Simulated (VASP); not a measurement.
# Hf (I4_1/amd) in VASP: notebook

The runs below take Hf through single point, with PBE.

Everything below comes from runs of VASP 6.6.1. Logs are shortened: lines on timing, memory, paths and dates and some standing lists are left out, and cuts for length are marked.

## (1) The cell of the first run

The structure is tetragonal, space group I4_1/amd (No. 141). Conventional cell: a = 5.569 Å, b = 5.569 Å, c = 3.007 Å, α = 90.00°, β = 90.00°, γ = 90.00°. Within 3.8 Å of Hf (site symmetry -4m2) lie 10 Hf at 2.88 to 3.58 Å.

## (2) Single point, PBE

Contents of INCAR:

```
PREC = Accurate
ENCUT = 520
EDIFF = 1E-6
ISMEAR = -1
SIGMA = 0.05
LREAL = F
LASPH = T
NELM = 80
ALGO = Normal
ISIF = 2
LWAVE = F
LCHARG = T
GGA = PE
LELF = T
LVHAR = T
NBANDS = 17
```

Contents of KPOINTS:

```
Automatic mesh
0
Gamma
  14 14 14
```

Contents of POSCAR:

```
Hf
1.0
   -2.7844073953      2.7844073953      1.5034544735
    2.7844073953     -2.7844073953      1.5034544735
    2.7844073953      2.7844073953     -1.5034544735
Hf
2
Direct
   -0.3750000000     -0.1250000000     -0.2500000000
    0.3750000000      0.1250000000      0.2500000000
```

Potentials or basis: VASP PAW PBE potentials, release 64 (Hf_pv).

The run is started by

```console
$ cat potpaw_PBE.64/Hf_pv/POTCAR > POTCAR
$ mpirun -np 1 vasp_std > vasp.out
```

OUTCAR:

```text
PREC = Accurate
   ENCUT = 520
   EDIFF = 1E-6
   ISMEAR = -1
   LREAL = F
   LASPH = T
   NELM = 80
   ISIF = 2
   GGA = PE

 ion  position               nearest neighbor table
   1  0.625  0.875  0.750-   2 2.88   2 2.88   2 2.88   2 2.88   2 3.58   2 3.58   2 3.58   2 3.58

   2  0.375  0.125  0.250-   1 2.88   1 2.88   1 2.88   1 2.88   1 3.58   1 3.58   1 3.58   1 3.58

  LATTYP: Found a body centered tetragonal cell.
 ALAT       =     5.5688147906
 C/A-ratio  =     0.5399549204

  Lattice vectors:

 A1 = (  -2.7844073953,   2.7844073953,   1.5034544735)
 A2 = (   2.7844073953,  -2.7844073953,   1.5034544735)
 A3 = (   2.7844073953,   2.7844073953,  -1.5034544735)

Analysis of symmetry for initial positions (statically):
=====================================================================
 Subroutine PRICEL returns:
 Original cell was already a primitive cell.

 Routine SETGRP: Setting up the symmetry group for a
 body centered tetragonal supercell.

 Subroutine GETGRP returns: Found 16 space group operations
 (whereof  4 operations were pure point group operations)
 out of a pool of 16 trial point group operations.

The static configuration has the point symmetry C_2h.
 The point group associated with its full space group is D_4h.

Analysis of symmetry for dynamics (positions and initial velocities):
=====================================================================
 Subroutine PRICEL returns:
 Original cell was already a primitive cell.

 Routine SETGRP: Setting up the symmetry group for a
 body centered tetragonal supercell.

 Subroutine GETGRP returns: Found 16 space group operations
 (whereof  4 operations were pure point group operations)
 out of a pool of 16 trial point group operations.

The dynamic configuration has the point symmetry C_2h.
 The point group associated with its full space group is D_4h.

 Subroutine INISYM returns: Found 16 space group operations
 (whereof  4 operations are pure point group operations),
 and found     1 'primitive' translations

----------------------------------------------------------------------------------------

                                     Primitive cell

  volume of cell :      46.6247

  direct lattice vectors                    reciprocal lattice vectors
    -2.784407395  2.784407395  1.503454473     0.000000000  0.179571424  0.332567436
     2.784407395 -2.784407395  1.503454473     0.179571424  0.000000000  0.332567436
[... 78 lines left out ...]
   ICHARG =      2    charge: 1-file 2-atom 10-const
   ISPIN  =      1    spin polarized calculation?
   LNONCOLLINEAR =      F non collinear calculations
   LSORBIT =      F    spin-orbit coupling
   LASPH  =      T    aspherical Exc in radial PAW
   ENCUT  =  520.0 eV  38.22 Ry    6.18 a.u.   7.84  7.84  7.84*2*pi/ulx,y,z
   NELM   =     80;   NELMIN=  2; NELMDL= -5     # of ELM steps
   EDIFF  = 0.1E-05   stopping-criterion for ELM
   LREAL  =      F    real-space projection
   EDIFFG = 0.1E-04   stopping-criterion for IOM
   NSW    =      0    number of steps for IOM
   IBRION =     -1    ionic relax: 0-MD 1-quasi-New 2-CG
   NFREE  =      0    steps in history (QN), initial steepest desc. (CG)
   ISIF   =      2    stress and relaxation
   ISYM   =      2    0-nonsym 1-usesym 2-fastsym
   POTIM  = 0.5000    time-step for ionic-motion
   TEBEG  =    0.0;   TEEND  =   0.0 temperature during run
   PSTRESS=    0.0 pullay stress
   NELECT =      20.0000    total number of electrons
   NUPDOWN=      -1.0000    fix difference up-down
   EMIN   =  10.00;   EMAX   =-10.00  energy-range for DOS
   EFERMI =   0.00;   METHOD = LEGACY
   ISMEAR =    -1;   SIGMA  =   0.05  broadening in eV -4-tet -1-fermi 0-gaus
   EFERMI_NEDOS =   21; number of points for ismear=-14 and -15
   IALGO  =     38    algorithm
   IMIX   =      4    mixing-type and parameters
     AMIX     =   0.40;   BMIX     =  1.00
     AMIX_MAG =   1.60;   BMIX_MAG =  1.00
  volume/ion in A,a.u.               =      23.31       157.32
  Fermi-wavevector in a.u.,A,eV,Ry     =   1.234657  2.333163 20.740411  1.524377
  Thomas-Fermi vector in A             =   2.369338
   LORBIT       =      0    0 simple, 1 ext, 2 COOP (PROOUT), +10 PAW based schemes
   GGA     = PE    functional components
   LHFCALC =     F    Hartree Fock is set to
   AEXX    =    0.0000 exact exchange contribution
   IVDW    =     0    specifies the selected vdW correction
   LEPSILON=     F    determine dielectric tensor
   LRPA    =     F    only Hartree local field effects (RPA)
 non-spin polarized calculation
  energy-cutoff  :      520.00
  volume of cell :       46.62
 maximum number of plane-waves:      1277
   NGX = 15   NGY = 15   NGZ = 15

 number of electron      20.0000001 magnetization

 Free energy of the ion-electron system (eV)
  ---------------------------------------------------
  ext. energy  EPLUGINS =         0.00000000
  ---------------------------------------------------
  free energy    TOTEN  =       -18.54023193 eV

  energy without entropy =      -18.52074128  energy(sigma->0) =      -18.53048661

 E-fermi :   4.2075     XC(G=0): -11.0510

 val. band max:        4.2055428416   @ k =  -0.3571   0.3571   0.0714
 cond. band min:       4.2084382404   @ k =  -0.4286   0.2857   0.0000
 fundamental gap:      0.0028953988
 Fermi energy:         4.2075027382

 k-point     1 :       0.0000    0.0000    0.0000
  band No.  band energies     occupation
      1     -26.5599      2.00000
      2     -26.5599      2.00000
      3     -25.7206      2.00000
      4     -25.7206      2.00000
      5     -25.7198      2.00000
      6     -25.7078      2.00000
[... 457 lines left out ...]
      4     -26.2266      2.00000
      5     -25.8085      2.00000
      6     -25.7082      2.00000
[... 9 lines left out ...]
     16       9.9533      0.00000
     17      11.1616      0.00000

 [... further k-points ...]
[... 5 lines left out ...]
  --------------------------------------------------------------------------------------
  -------------------------------------------------------------------------------------
  Total       -0.0913848     -0.0913848     -0.0985940     -0.0000000     -0.0000000      0.0000000
  in kB       -3.1402818     -3.1402818     -3.3880142     -0.0000000     -0.0000000      0.0000000
  external PRESSURE =      -3.2228593 kB  Pullay stress =       0.0000000 kB

 VOLUME and BASIS-vectors are now :
 -----------------------------------------------------------------------------
  energy-cutoff  :      520.00
  volume of cell :       46.62
      direct lattice vectors                 reciprocal lattice vectors
    -2.784407395  2.784407395  1.503454473     0.000000000  0.179571424  0.332567436
     2.784407395 -2.784407395  1.503454473     0.179571424  0.000000000  0.332567436
     2.784407395  2.784407395 -1.503454473     0.179571424  0.179571424  0.000000000

 POSITION                                       TOTAL-FORCE (eV/Angst)
 -----------------------------------------------------------------------------------
      2.78441      1.39220      1.12759         0.000000     -0.000000      0.000000
      0.00000      1.39220      0.37586        -0.000000      0.000000     -0.000000
 -----------------------------------------------------------------------------------
    total drift:                                0.000000     -0.000000      0.000000

  FREE ENERGIE OF THE ION-ELECTRON SYSTEM (eV)
  ---------------------------------------------------
  free  energy   TOTEN  =       -18.5402319324 eV

  energy  without entropy=      -18.5207412830  energy(sigma->0) =      -18.53048661
```

OSZICAR:

```text
N       E                     dE             d eps       ncg     rms          rms(c)
DAV:   1     0.516023596816E+02    0.51602E+02   -0.11308E+04  8328   0.111E+03
DAV:   2    -0.173626275749E+02   -0.68965E+02   -0.67370E+02 10829   0.249E+02
DAV:   3    -0.192051335885E+02   -0.18425E+01   -0.18194E+01 10443   0.270E+01
DAV:   4    -0.192232851765E+02   -0.18152E-01   -0.18046E-01 10520   0.313E+00
DAV:   5    -0.192234834830E+02   -0.19831E-03   -0.19824E-03 10578   0.295E-01    0.542E+01
DAV:   6    -0.186911155913E+02    0.53237E+00   -0.61138E-01  9176   0.446E+00    0.320E+01
DAV:   7    -0.185551220796E+02    0.13599E+00   -0.88465E-01  9705   0.513E+00    0.154E+00
DAV:   8    -0.185400347765E+02    0.15087E-01   -0.76785E-02  9279   0.161E+00    0.919E-01
DAV:   9    -0.185402347859E+02   -0.20001E-03   -0.15360E-03 11327   0.283E-01    0.218E-01
DAV:  10    -0.185402235161E+02    0.11270E-04   -0.47102E-05  9552   0.461E-02    0.845E-02
DAV:  11    -0.185402320964E+02   -0.85803E-05   -0.72953E-06 10142   0.182E-02    0.482E-03
DAV:  12    -0.185402319324E+02    0.16404E-06   -0.18216E-07  5438   0.281E-03
   1 F= -.18540232E+02 E0= -.18530487E+02  d E =-.194906E-01
```

Wall time 87 s (1 thread of Intel Xeon Platinum 8559C (Emerald Rapids), shared host); peak memory 0.29 GiB.

What came out:

```
Free energy            : -18.5402 eV
Pressure               : -0.3 GPa
Band gap on the k mesh : zero (band 10 reaches 4.52 eV, above the bottom of band 11 at 3.78 eV)
```

Levels at points of the mesh, in eV from the Fermi level:
| k point | band 8 | band 9 | band 10 | band 11 | band 12 | band 13 |
| --- | --- | --- | --- | --- | --- | --- |
| (0.00, 0.00, 0.00) | -2.85 | -1.00 | -0.98 | 0.25 | 3.91 | 3.91 |
| (0.50, 0.00, 0.00) | -2.15 | -0.97 | -0.21 | 0.67 | 1.78 | 1.85 |
| (0.50, 0.50, 0.00) | -3.71 | -0.44 | -0.44 | 0.89 | 0.89 | 2.27 |
| (0.50, 0.50, 0.50) | -3.24 | 0.16 | 0.16 | 0.21 | 0.21 | 3.30 |

Caveat: spin-orbit coupling is left out, which moves the levels of the heavy elements.

## (3) Single point, PBE

Contents of INCAR:

```
SYSTEM = Hf
ALGO     = Normal         ! electronic algorithm
EDIFF    = 1E-6           ! SCF threshold, eV
ENCUT    = 520            ! plane-wave cutoff, eV
GGA      = PE             ! functional
ISIF     = 2              ! what is computed and relaxed
ISMEAR   = -1             ! smearing method
LASPH    = .True.         ! aspherical terms in the spheres
LCHARG   = .False.        ! write CHGCAR
LREAL    = .False.        ! projectors in reciprocal space
LWAVE    = .False.        ! write WAVECAR
NBANDS   = 17             ! bands
NELM     = 80             ! most SCF steps
PREC     = Accurate       ! precision mode
SIGMA    = 0.05           ! smearing width, eV
```

Contents of KPOINTS:

```
k-points
0
Gamma
  14 14 14
  0 0 0
```

POSCAR is that of step 2.

Potentials or basis: VASP PAW PBE potentials, release 64 (Hf_pv).

The run is started by

```console
$ cat potpaw_PBE.64/Hf_pv/POTCAR > POTCAR
$ mpirun -np 1 vasp_std > vasp.out
```

It took 86 s on 1 thread of Intel Xeon Platinum 8559C (Emerald Rapids), shared host; peak memory 0.29 GiB.

The run converged. Its results:

| Property | Result |
| --- | --- |
| Free energy | -18.5402 eV |
| Pressure | -0.3 GPa |
| Band gap on the k mesh | zero (band 10 reaches 4.52 eV, above the bottom of band 11 at 3.78 eV) |

Levels at points of the mesh, in eV from the Fermi level:
```tsv
k point	band 6	band 7	band 8	band 9	band 10	band 11	band 12	band 13	band 14	band 15
(0.00, 0.00, 0.00)	-29.92	-6.72	-2.85	-1.00	-0.98	0.25	3.91	3.91	3.99	3.99
(0.50, 0.00, 0.00)	-29.88	-2.79	-2.15	-0.97	-0.21	0.67	1.78	1.85	3.79	4.24
(0.50, 0.50, 0.00)	-29.88	-3.71	-3.71	-0.44	-0.44	0.89	0.89	2.27	2.27	5.00
(0.50, 0.50, 0.50)	-29.83	-3.24	-3.24	0.16	0.16	0.21	0.21	3.30	3.30	4.59
```

Caveat: spin-orbit coupling is left out, which moves the levels of the heavy elements.
